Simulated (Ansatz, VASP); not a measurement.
**Two plane-wave programs on MgTe4**

```
Mg Te
1.0
     3.30800    1.90988    4.42975
    -3.30800    1.90988    4.42975
     0.00000   -3.81975    4.42975
Mg Te
1 4
Direct
  0.00000 0.00000 0.00000
  0.00000 0.00000 0.50000
  0.50000 0.00000 0.00000
  0.00000 0.50000 0.00000
  0.50000 0.50000 0.50000
```

Alike in both runs: functional PBE; k mesh 6 × 6 × 6; occupations gaussian, width 0.1 eV; no spin polarisation.

Ansatz relaxed the structure, and its values are those at the end. VASP's run is a single point on that final structure, the one shown.

|  | VASP | Ansatz |
| --- | --- | --- |
| version | VASP 6.6.1 | Ansatz 0.2.0 |
| potentials or method | VASP PAW PBE potentials, release 64 (Mg, Te), cutoff 520 eV | scalar-relativistic, plane waves, PAW |
| valence electrons in the cell | 26 | 74 |

```csv
,VASP,Ansatz,Ansatz less VASP
gap on the k mesh at the Fermi level (eV),none,none,-
pressure (GPa),-0.1,0.0,+0.06
```

A gap of «none» marks a metal or a gap that the smearing closes. The functional is the same, so the differences come from potentials, cutoffs and numerics. VASP's potentials hold 26 valence electrons a cell and Ansatz's 74, so a difference there can come from the potentials and not from the codes.

Spin-orbit coupling is off throughout.
